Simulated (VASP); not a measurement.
A run of VASP 6.6.1 is set up as follows.

The input INCAR:

```
ALGO = Normal
EDIFF = 1E-6
ENCUT = 520
GGA = PE
ISIF = 2
ISMEAR = -1
LASPH = T
LCHARG = F
LREAL = F
LWAVE = F
NBANDS = 19
NELM = 60
PREC = Accurate
SIGMA = 0.13605693000000002
```

Contents of KPOINTS:

```
k-points
0
Gamma
  8 8 8
```

POSCAR

```
Zr
1.0
    0.0000000000      3.1490969108      3.1490969108
    3.1490969108      0.0000000000      3.1490969108
    3.1490969108      3.1490969108      0.0000000000
Zr
2
Direct
    0.0000000000      0.0000000000      0.0000000000
    0.2500000000      0.2500000000      0.2500000000
```

Potentials or basis: VASP PAW PBE potentials, release 64 (Zr_sv).

The run is started by

```console
$ cat potpaw_PBE.64/Zr_sv/POTCAR > POTCAR
$ mpirun -np 1 vasp_std > vasp.out
```

Question: What does it give for the band gap on the k mesh?

Answer: Zero (band 12 reaches 5.58 eV, above the bottom of band 13 at 5.38 eV).

Question: Estimate the pressure.

Answer: 0.1 GPa.
